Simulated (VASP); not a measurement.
# SnPbO2 (P4mm) in VASP: notebook

Runs on SnPbO2. Level: PBE. Tasks: single point.

Everything below comes from runs of VASP 6.6.1. Logs are shortened: lines on timing, memory, paths and dates and some standing lists are left out, and cuts for length are marked.

### Step 1. The cell of the first run

Symmetry: P4mm, No. 99, tetragonal system. The conventional cell has a = 3.886 Å, b = 3.886 Å, c = 5.111 Å, α = 90.00°, β = 90.00°, γ = 90.00°. Sn (site symmetry 4mm) has 4 O at 2.26 Å within 3.0 Å. Within 3.0 Å of Pb (site symmetry 4mm) lie 4 O at 2.26 Å. Within 3.0 Å of O (site symmetry 2mm) lie 2 Sn at 2.26 Å and 2 Pb at 2.26 Å and 4 O at 2.75 Å.

### Step 2. Single point, PBE

INCAR

```
ALGO     = Normal         # electronic algorithm
EDIFF    = 1E-6           # SCF threshold, eV
ENCUT    = 520            # plane-wave cutoff, eV
GGA      = PE             # functional
ISIF     = 2              # what is computed and relaxed
ISMEAR   = 0              # smearing method
LASPH    = T              # aspherical terms in the spheres
LCHARG   = F              # write CHGCAR
LREAL    = F              # projectors in reciprocal space
LWAVE    = F              # write WAVECAR
NBANDS   = 28             # bands
NELM     = 100            # most SCF steps
PREC     = Accurate       # precision mode
SIGMA    = 0.1            # smearing width, eV
```

KPOINTS

```
k-points
0
Gamma
  4 4 4
```

POSCAR

```
SnPbO2
1.0
    3.8862432600      0.0000000000      0.0000000000
    0.0000000000      3.8862432600      0.0000000000
    0.0000000000      0.0000000000      5.1108518100
Sn Pb O
1 1 2
Direct
    0.5000000000      0.5000000000      0.2259747800
    0.0000000000      0.0000000000      0.7740252200
    0.5000000000      0.0000000000      0.0000000000
    0.0000000000      0.5000000000      0.0000000000
```

Potentials or basis: VASP PAW PBE potentials, release 64 (Sn_d, Pb_d, O).

Command:

```
cat potpaw_PBE.64/Sn_d/POTCAR potpaw_PBE.64/Pb_d/POTCAR potpaw_PBE.64/O/POTCAR > POTCAR
mpirun -np 1 vasp_std > vasp.out
```

OUTCAR:

```text
EDIFF = 1E-6
   ENCUT = 520
   GGA = PE
   ISIF = 2
   ISMEAR = 0
   LASPH = T
   LREAL = F
   NELM = 100
   PREC = Accurate

 ion  position               nearest neighbor table
   1  0.500  0.500  0.226-   3 2.26   4 2.26   3 2.26   4 2.26   2 3.59   2 3.59   2 3.59   2 3.59
                             2 3.92   2 3.92   2 3.92   2 3.92
   2  0.000  0.000  0.774-   3 2.26   4 2.26   4 2.26   3 2.26   1 3.59   1 3.59   1 3.59   1 3.59
                             1 3.92   1 3.92   1 3.92   1 3.92
   3  0.500  0.000  0.000-   1 2.26   2 2.26   1 2.26   2 2.26
   4  0.000  0.500  0.000-   1 2.26   2 2.26   2 2.26   1 2.26

  LATTYP: Found a simple tetragonal cell.
 ALAT       =     3.8862432600
 C/A-ratio  =     1.3151137147

  Lattice vectors:

 A1 = (   3.8862432600,   0.0000000000,   0.0000000000)
 A2 = (   0.0000000000,   3.8862432600,   0.0000000000)
 A3 = (   0.0000000000,   0.0000000000,   5.1108518100)

Analysis of symmetry for initial positions (statically):
=====================================================================
 Subroutine PRICEL returns:
 Original cell was already a primitive cell.

 Routine SETGRP: Setting up the symmetry group for a
 simple tetragonal supercell.

 Subroutine GETGRP returns: Found  8 space group operations
 (whereof  8 operations were pure point group operations)
 out of a pool of 16 trial point group operations.

The static configuration has the point symmetry C_4v.

Analysis of symmetry for dynamics (positions and initial velocities):
=====================================================================
 Subroutine PRICEL returns:
 Original cell was already a primitive cell.

 Routine SETGRP: Setting up the symmetry group for a
 simple tetragonal supercell.

 Subroutine GETGRP returns: Found  8 space group operations
 (whereof  8 operations were pure point group operations)
 out of a pool of 16 trial point group operations.

The dynamic configuration has the point symmetry C_4v.

 Subroutine INISYM returns: Found  8 space group operations
 (whereof  8 operations are pure point group operations),
 and found     1 'primitive' translations

----------------------------------------------------------------------------------------

                                     Primitive cell

  volume of cell :      77.1886

  direct lattice vectors                    reciprocal lattice vectors
[... 82 lines left out ...]
   ENCUT  =  520.0 eV  38.22 Ry    6.18 a.u.   7.23  7.23  9.50*2*pi/ulx,y,z
   NELM   =    100;   NELMIN=  2; NELMDL= -5     # of ELM steps
   EDIFF  = 0.1E-05   stopping-criterion for ELM
   LREAL  =      F    real-space projection
   EDIFFG = 0.1E-04   stopping-criterion for IOM
   NSW    =      0    number of steps for IOM
   IBRION =     -1    ionic relax: 0-MD 1-quasi-New 2-CG
   NFREE  =      0    steps in history (QN), initial steepest desc. (CG)
   ISIF   =      2    stress and relaxation
   ISYM   =      2    0-nonsym 1-usesym 2-fastsym
   POTIM  = 0.5000    time-step for ionic-motion
   TEBEG  =    0.0;   TEEND  =   0.0 temperature during run
   PSTRESS=    0.0 pullay stress
   NELECT =      40.0000    total number of electrons
   NUPDOWN=      -1.0000    fix difference up-down
   EMIN   =  10.00;   EMAX   =-10.00  energy-range for DOS
   EFERMI =   0.00;   METHOD = LEGACY
   ISMEAR =     0;   SIGMA  =   0.10  broadening in eV -4-tet -1-fermi 0-gaus
   EFERMI_NEDOS =   21; number of points for ismear=-14 and -15
   IALGO  =     38    algorithm
   IMIX   =      4    mixing-type and parameters
     AMIX     =   0.40;   BMIX     =  1.00
     AMIX_MAG =   1.60;   BMIX_MAG =  1.00
  volume/ion in A,a.u.               =      19.30       130.22
  Fermi-wavevector in a.u.,A,eV,Ry     =   1.314954  2.484902 23.525872  1.729103
  Thomas-Fermi vector in A             =   2.445170
   LORBIT       =      0    0 simple, 1 ext, 2 COOP (PROOUT), +10 PAW based schemes
   GGA     = PE    functional components
   LHFCALC =     F    Hartree Fock is set to
   AEXX    =    0.0000 exact exchange contribution
   IVDW    =     0    specifies the selected vdW correction
   LEPSILON=     F    determine dielectric tensor
   LRPA    =     F    only Hartree local field effects (RPA)
 non-spin polarized calculation
 Gauss-broadening in eV      SIGMA  =   0.10
  energy-cutoff  :      520.00
  volume of cell :       77.19
 maximum number of plane-waves:      2100
 NGX is ok and might be reduce to    30
   NGX = 15   NGY = 15   NGZ = 19

 number of electron      40.0000000 magnetization

 Free energy of the ion-electron system (eV)
  ---------------------------------------------------
  ext. energy  EPLUGINS =         0.00000000
  ---------------------------------------------------
  free energy    TOTEN  =       -21.96405585 eV

  energy without entropy =      -21.96405585  energy(sigma->0) =      -21.96405585

 E-fermi :   6.1853     XC(G=0):  -9.8272

 val. band max:        5.7314675414   @ k =   0.0000   0.0000   0.0000
 cond. band min:       6.7501565202   @ k =   0.5000   0.5000   0.0000
 fundamental gap:      1.0186889787
 Fermi energy:         6.1852654323

 k-point     1 :       0.0000    0.0000    0.0000
  band No.  band energies     occupation
      1     -15.5359      2.00000
      2     -15.2961      2.00000
      3     -15.2961      2.00000
      4     -15.2922      2.00000
      5     -15.2829      2.00000
      6     -13.6029      2.00000
[... 547 lines left out ...]
     27      15.7853      0.00000
     28      16.0103      0.00000

------------------------ aborting loop because EDIFF is reached ----------------------------------------

  FORCE on cell =-STRESS in cart. coord.  units (eV):
  Direction    XX          YY          ZZ          XY          YZ          ZX
  --------------------------------------------------------------------------------------
  -------------------------------------------------------------------------------------
  Total        2.7874987      2.7874987      2.3522785      0.0000000      0.0000000      0.0000000
  in kB       57.8591430     57.8591430     48.8254289      0.0000000      0.0000000      0.0000000
  external PRESSURE =      54.8479050 kB  Pullay stress =       0.0000000 kB

 VOLUME and BASIS-vectors are now :
 -----------------------------------------------------------------------------
  energy-cutoff  :      520.00
  volume of cell :       77.19
      direct lattice vectors                 reciprocal lattice vectors
     3.886243260  0.000000000  0.000000000     0.257317912  0.000000000  0.000000000
     0.000000000  3.886243260  0.000000000     0.000000000  0.257317912  0.000000000
     0.000000000  0.000000000  5.110851810     0.000000000  0.000000000  0.195662100

 POSITION                                       TOTAL-FORCE (eV/Angst)
 -----------------------------------------------------------------------------------
      1.94312      1.94312      1.15492         0.000000      0.000000     -0.238120
      0.00000      0.00000      3.95593        -0.000000      0.000000     -1.909206
      1.94312      0.00000      0.00000        -0.000000      0.000000      1.073663
      0.00000      1.94312      0.00000        -0.000000      0.000000      1.073663
 -----------------------------------------------------------------------------------
    total drift:                                0.000000     -0.000000      0.000064

  FREE ENERGIE OF THE ION-ELECTRON SYSTEM (eV)
  ---------------------------------------------------
  free  energy   TOTEN  =       -21.9640558499 eV

  energy  without entropy=      -21.9640558499  energy(sigma->0) =      -21.96405585
```

stdout:

```text
POSCAR found type information on POSCAR SnPbO
 POSCAR found :  3 types and       4 ions
 scaLAPACK will be used
 LDA part: xc-table for (Slater+PW92), standard interpolation
 POSCAR, INCAR and KPOINTS ok, starting setup
 FFT: planning ... GRIDC
 FFT: planning ... GRID_SOFT
 FFT: planning ... GRID
 WAVECAR not read
 entering main loop
```

Wall time 49 s (1 thread of Oxide Virtual Turin-like, shared host); peak memory 0.17 GiB.

What came out:

```
Free energy            : -21.9641 eV
Pressure               : 5.5 GPa
Largest force          : 1.909 eV/Å
Band gap on the k mesh : 1.02 eV (least direct gap 2.14 eV)
```

Forces on the atoms (eV/Å):
```
Sn   0.000  0.000 -0.238
Pb   0.000  0.000 -1.909
O    0.000  0.000  1.074
O    0.000  0.000  1.074
```

Caveat: the cell stands under pressure; spin-orbit coupling is left out, which moves the levels of the heavy elements; forces of over 1 eV/Å act on the atoms, so gaps and moduli don't describe the material at rest.

### Step 3. Single point, PBE

This run uses another cell than the first one, of 20.19 Å³/atom.

INCAR

```
PREC = Accurate
ENCUT = 520
EDIFF = 1E-7
ISMEAR = 0
SIGMA = 0.1
LREAL = F
LASPH = T
NELM = 100
ALGO = Normal
ISIF = 2
LWAVE = F
LCHARG = T
GGA = PE
LELF = T
LVHAR = T
NBANDS = 28
```

KPOINTS

```
Automatic mesh
0
Gamma
  4 4 4
```

POSCAR

```
SnPbO2
1.0
    3.9442365448      0.0000000000      0.0000000000
    0.0000000000      3.9442365448      0.0000000000
    0.0000000000      0.0000000000      5.1908830665
Sn Pb O
1 1 2
Direct
    0.5000000000      0.5000000000      0.2157673215
    0.0000000000      0.0000000000      0.7609302578
    0.5000000000      0.0000000000      0.0116512104
    0.0000000000      0.5000000000      0.0116512104
```

Potentials or basis: VASP PAW PBE potentials, release 64 (Sn_d, Pb_d, O).

Command:

```
cat potpaw_PBE.64/Sn_d/POTCAR potpaw_PBE.64/Pb_d/POTCAR potpaw_PBE.64/O/POTCAR > POTCAR
mpirun -np 1 vasp_std > vasp.out
```

Run time: 77 s. Hardware: 1 thread of Oxide Virtual Turin-like, shared host; peak memory 0.17 GiB.

Results (log left out):

```
Free energy            : -22.1590 eV
Pressure               : 0.3 GPa
Largest force          : 0.065 eV/Å
Band gap on the k mesh : 1.04 eV (least direct gap 2.07 eV)
```

Forces in eV/Å, atoms in the order of the input:
```
Sn   0.000  0.000  0.055
Pb   0.000  0.000 -0.065
O    0.000  0.000  0.005
O    0.000  0.000  0.005
```

Stress tensor (GPa, compression positive):
```
0.28 0.00 0.00
0.00 0.28 0.00
0.00 0.00 0.38
```

Levels at points of the mesh, in eV from the valence-band top:
```
           k point  band 18  band 19  band 20  band 21  band 22  band 23
(0.00, 0.00, 0.00)    -2.10    -2.10     0.00     2.07     4.62     5.31
(0.50, 0.00, 0.00)    -3.27    -2.13    -1.59     3.10     3.23     5.65
(0.50, 0.50, 0.00)    -1.69    -1.33    -1.08     1.04     1.04     4.58
(0.00, 0.00, 0.50)    -2.11    -2.11    -1.33     1.85     3.84     3.84
(0.50, 0.00, 0.50)    -3.24    -1.61    -0.77     2.65     2.79     5.85
(0.50, 0.50, 0.50)    -1.69    -1.53    -1.34     3.07     3.07     4.15
```

Caveat: spin-orbit coupling is left out, which moves the levels of the heavy elements.
